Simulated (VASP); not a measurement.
# WC (Qusongite) (P-6m2) in VASP: vibrations by perturbation theory with PBE

Aim: the vibrations by perturbation theory of WC (Qusongite) with PBE.

Program: VASP 6.6.1. These are calculated values, not measurements. Logs are shortened: lines on timing, memory, paths and dates and some standing lists are left out, and cuts for length are marked.

**1. The cell of the first run**

Symmetry: P-6m2, No. 187, hexagonal system. The conventional cell has a = 2.923 Å, b = 2.923 Å, c = 2.846 Å, α = 90.00°, β = 90.00°, γ = 120.00°. Within 2.9 Å of W (site symmetry -6m2) lie 6 C at 2.21 Å and 2 W at 2.85 Å. C (site symmetry -6m2) has 6 W at 2.21 Å and 2 C at 2.85 Å within 2.9 Å.

**2. Vibrations by perturbation theory, PBE**

File INCAR:

```
SYSTEM = WC
PREC     = Accurate       ! precision mode
ENCUT    = 520            ! plane-wave cutoff, eV
EDIFF    = 1E-8           ! SCF threshold, eV
ISMEAR   = -1             ! smearing method
SIGMA    = 0.15           ! smearing width, eV
LREAL    = .FALSE.        ! projectors in reciprocal space
LASPH    = .TRUE.         ! aspherical terms in the spheres
NELM     = 100            ! most SCF steps
ALGO     = Normal         ! electronic algorithm
ISIF     = 2              ! what is computed and relaxed
LWAVE    = .FALSE.        ! write WAVECAR
LCHARG   = .TRUE.         ! write CHGCAR
GGA      = PE             ! functional
NBANDS   = 16             ! bands
IBRION   = 8              ! ionic algorithm
NSW      = 1              ! ionic steps
```

File KPOINTS:

```
Automatic mesh
0
G
  18 18 14
  0 0 0
```

File POSCAR:

```
WC
1.0
    2.9227909913      0.0000000000      0.0000000000
   -1.4613954957      2.5312112484      0.0000000000
    0.0000000000      0.0000000000      2.8458369289
W C
1 1
Direct
    0.0000000000      0.0000000000      0.0000000000
    0.6666666667      0.3333333333      0.5000000000
```

Potentials or basis: VASP PAW PBE potentials, release 64 (W_sv, C).

The run is started by

```bash
cat potpaw_PBE.64/W_sv/POTCAR potpaw_PBE.64/C/POTCAR > POTCAR
mpirun -np 1 vasp_std > vasp.out
```

OUTCAR:

```text
SYSTEM = WC
   PREC = Accurate
   ENCUT = 520
   EDIFF = 1E-8
   ISMEAR = -1
   LREAL = .FALSE.
   LASPH = .TRUE.
   NELM = 100
   ISIF = 2
   GGA = PE
   IBRION = 8
   NSW = 1

 ion  position               nearest neighbor table
   1  0.000  0.000  0.000-   2 2.21   2 2.21   2 2.21   2 2.21   2 2.21   2 2.21
   2  0.667  0.333  0.500-   1 2.21   1 2.21   1 2.21   1 2.21   1 2.21   1 2.21

  LATTYP: Found a hexagonal cell.
 ALAT       =     2.9227909913
 C/A-ratio  =     0.9736710348

  Lattice vectors:

 A1 = (   2.9227909913,   0.0000000000,   0.0000000000)
 A2 = (  -1.4613954957,   2.5312112484,   0.0000000000)
 A3 = (   0.0000000000,   0.0000000000,   2.8458369289)

Analysis of symmetry for initial positions (statically):
=====================================================================
 Subroutine PRICEL returns:
 Original cell was already a primitive cell.

 Routine SETGRP: Setting up the symmetry group for a
 hexagonal supercell.

 Subroutine GETGRP returns: Found 12 space group operations
 (whereof 12 operations were pure point group operations)
 out of a pool of 24 trial point group operations.

The static configuration has the point symmetry D_3h.

Analysis of symmetry for dynamics (positions and initial velocities):
=====================================================================
 Subroutine PRICEL returns:
 Original cell was already a primitive cell.

 Routine SETGRP: Setting up the symmetry group for a
 hexagonal supercell.

 Subroutine GETGRP returns: Found 12 space group operations
 (whereof 12 operations were pure point group operations)
 out of a pool of 24 trial point group operations.

The dynamic configuration has the point symmetry D_3h.

 Subroutine INISYM returns: Found 12 space group operations
 (whereof 12 operations are pure point group operations),
 and found     1 'primitive' translations

----------------------------------------------------------------------------------------

                                     Primitive cell

  volume of cell :      21.0541

  direct lattice vectors                    reciprocal lattice vectors
     2.922790991  0.000000000  0.000000000     0.342138731  0.197533888  0.000000000
    -1.461395496  2.531211248  0.000000000     0.000000000  0.395067777  0.000000000
     0.000000000  0.000000000  2.845836929     0.000000000  0.000000000  0.351390478

  length of vectors
     2.922790991  2.922790991  2.845836929     0.395067777  0.395067777  0.351390478

  position of ions in fractional coordinates (direct lattice)
     0.000000000  0.000000000  0.000000000
     0.666666667  0.333333333  0.500000000

  ion indices of the primitive-cell ions
   primitive index   ion index
                 1           1
                 2           2

----------------------------------------------------------------------------------------

 KPOINTS: Automatic mesh

Automatic generation of k-mesh.
 Grid dimensions read from file:
 generate k-points for:   18   18   14

 Generating k-lattice:

  Cartesian coordinates                     Fractional coordinates (reciprocal lattice)
     0.019007707  0.010974105  0.000000000     0.055555556 -0.000000000  0.000000000
     0.000000000  0.021948210  0.000000000     0.000000000  0.055555556  0.000000000
     0.000000000  0.000000000  0.025099320     0.000000000  0.000000000  0.071428571

  Length of vectors
     0.021948210  0.021948210  0.025099320
[... 76 lines left out ...]
  Fermi-wavevector in a.u.,A,eV,Ry     =   1.553771  2.936201 32.847234  2.414204
  Thomas-Fermi vector in A             =   2.657953
   LORBIT       =      0    0 simple, 1 ext, 2 COOP (PROOUT), +10 PAW based schemes
   GGA     = PE    functional components
   LHFCALC =     F    Hartree Fock is set to
   AEXX    =    0.0000 exact exchange contribution
   IVDW    =     0    specifies the selected vdW correction
   LEPSILON=     F    determine dielectric tensor
   LRPA    =     F    only Hartree local field effects (RPA)
 non-spin polarized calculation
  energy-cutoff  :      520.00
  volume of cell :       21.05
 maximum number of plane-waves:       587
 NGX is ok and might be reduce to    24
   NGX = 11   NGY = 11   NGZ = 11

--------------------------------------- Ionic step        1  -------------------------------------------

 number of electron      18.0000000 magnetization

 Free energy of the ion-electron system (eV)
  ---------------------------------------------------
  ext. energy  EPLUGINS =         0.00000000
  ---------------------------------------------------
  free energy    TOTEN  =       -22.46041239 eV

  energy without entropy =      -22.43676811  energy(sigma->0) =      -22.44859025

 E-fermi :  10.9135     XC(G=0): -13.7188

 val. band max:       10.8948929597   @ k =   0.3333   0.2222   0.0000
 cond. band min:      10.9439101998   @ k =   0.4444   0.0556   0.5000
 fundamental gap:      0.0490172401
 Fermi energy:        10.9135064522

 k-point     1 :       0.0000    0.0000    0.0000
  band No.  band energies     occupation
      1     -63.1552      2.00000
      2     -27.1328      2.00000
      3     -27.0420      2.00000
      4     -27.0420      2.00000
      5      -3.4676      2.00000
      6       6.6470      2.00000
[... 433 lines left out ...]
      3     -27.2736      2.00000
      4     -27.0286      2.00000
      5      -0.1512      2.00000
      6       4.0703      2.00000
[... 8 lines left out ...]
     15      24.4705      0.00000
     16      28.1938      0.00000

 [... further k-points ...]

------------------------ aborting loop because EDIFF is reached ----------------------------------------

  FORCE on cell =-STRESS in cart. coord.  units (eV):
  Direction    XX          YY          ZZ          XY          YZ          ZX
  --------------------------------------------------------------------------------------
  -------------------------------------------------------------------------------------
  Total        0.1269513      0.1269513      0.1659091     -0.0000000     -0.0000000      0.0000000
  in kB        9.6607668      9.6607668     12.6253836     -0.0000000     -0.0000000      0.0000000
  external PRESSURE =      10.6489724 kB  Pullay stress =       0.0000000 kB

 VOLUME and BASIS-vectors are now :
 -----------------------------------------------------------------------------
  energy-cutoff  :      520.00
  volume of cell :       21.05
      direct lattice vectors                 reciprocal lattice vectors
     2.922790991  0.000000000  0.000000000     0.342138731  0.197533888  0.000000000
    -1.461395496  2.531211248  0.000000000     0.000000000  0.395067777  0.000000000
     0.000000000  0.000000000  2.845836929     0.000000000  0.000000000  0.351390478

 POSITION                                       TOTAL-FORCE (eV/Angst)
 -----------------------------------------------------------------------------------
      0.00000      0.00000      0.00000         0.000000      0.000000      0.000000
      1.46140      0.84374      1.42292         0.000000      0.000000      0.000000
 -----------------------------------------------------------------------------------
    total drift:                                0.000000     -0.000000      0.000000

  FREE ENERGIE OF THE ION-ELECTRON SYSTEM (eV)
  ---------------------------------------------------
  free  energy   TOTEN  =       -22.4604123890 eV

  energy  without entropy=      -22.4367681069  energy(sigma->0) =      -22.44859025

[... ionic steps 2 to 3 ...]

--------------------------------------- Ionic step        4  -------------------------------------------

------------------------ aborting loop because EDIFF is reached ----------------------------------------
[... 11 lines left out ...]
[... ionic steps 8 to 8 ...]

--------------------------------------- Ionic step        9  -------------------------------------------

 Free energy of the ion-electron system (eV)
  ---------------------------------------------------
  ---------------------------------------------------
  free energy    TOTEN  =        -0.12183805 eV

  energy without entropy =       -0.12183804

------------------------ aborting loop because EDIFF is reached ----------------------------------------

 INTERNAL STRAIN TENSOR  FOR ION    2  DIRECTION 3   (eV/Angst):
 -----------------------------------------------------------------------------
     0.01306 -0.00000 -0.00000
    -0.00000  0.01306  0.00000
    -0.00000  0.00000 -0.01978

 INTERNAL STRAIN TENSOR FOR ION    2 for displacements in x,y,z  (eV/Angst):
          X           Y           Z          XY          YZ          ZX
  --------------------------------------------------------------------------------
  x     0.00000    -0.00000    -0.00000    -4.85603     0.00000     0.00000
  y    -4.85603     4.85603     0.00000    -0.00000     0.00000     0.00000
  z     0.00000     0.00000     0.00000     0.00000    -0.00000     0.00000

 SECOND DERIVATIVES (NOT SYMMETRIZED)
 ------------------------------------
               1X          1Y          1Z          2X          2Y          2Z
  1X   -15.180966    0.000000    0.000000   15.180966   -0.000000    0.000000
  1Y     0.000000  -15.180966    0.000000   -0.000000   15.180966    0.000000
  1Z    -0.000000    0.000000  -13.353360    0.000000    0.000000   13.353360
  2X    15.181366   -0.000000    0.000000  -15.181366    0.000000    0.000000
  2Y    -0.000000   15.181366    0.000000    0.000000  -15.181366    0.000000
  2Z    -0.000000    0.000000   13.355285    0.000000   -0.000000  -13.355285

 Eigenvectors and eigenvalues of the dynamical matrix
 ----------------------------------------------------

   1 f  =   18.140881 THz   113.982518 2PiTHz  605.114660 cm-1    75.024622 meV
             X         Y         Z           dx          dy          dz
      0.000000  0.000000  0.000000    -0.202730    0.142209   -0.000000
      1.461395  0.843737  1.422918     0.793168   -0.556384    0.000000
[... 21 lines left out ...]
   6 f/i=    0.000294 THz     0.001848 2PiTHz    0.009813 cm-1     0.001217 meV
             X         Y         Z           dx          dy          dz
      0.000000  0.000000  0.000000     0.000000   -0.000000   -0.968857
      1.461395  0.843737  1.422918    -0.000000    0.000000   -0.247620

--------------------------------------------------------------------------------------------------------

 ELASTIC MODULI CONTR FROM IONIC RELAXATION (kBar)
 Direction    XX          YY          ZZ          XY          YZ          ZX
 --------------------------------------------------------------------------------
 XX         -92.4877     92.4877      0.0000      0.0000     -0.0000     -0.0000
 YY          92.4877    -92.4877     -0.0000      0.0000      0.0000      0.0000
 ZZ           0.0000     -0.0000     -0.0000     -0.0000     -0.0000     -0.0000
 XY           0.0000      0.0000     -0.0000    -92.4877     -0.0000     -0.0000
 YZ          -0.0000      0.0000     -0.0000     -0.0000     -0.0000     -0.0000
 ZX          -0.0000      0.0000     -0.0000     -0.0000     -0.0000     -0.0000
 --------------------------------------------------------------------------------
```

Run time: 9.2 min. Hardware: 1 thread of Intel Xeon 6975P-C (Granite Rapids), shared host; peak memory 0.92 GiB.

What came out:

```
Highest phonon frequency at Γ, LO-TO splitting left out : 605 cm⁻¹
```

Phonon frequencies in cm⁻¹ (negative: imaginary):
```tsv
q point	frequencies
(0.000, 0.000, 0.000)	0 0 0 568 605 605
```

Caveat: the cell wasn't relaxed at this level first, which shifts response properties; spin-orbit coupling is left out, which moves the levels of the heavy elements.
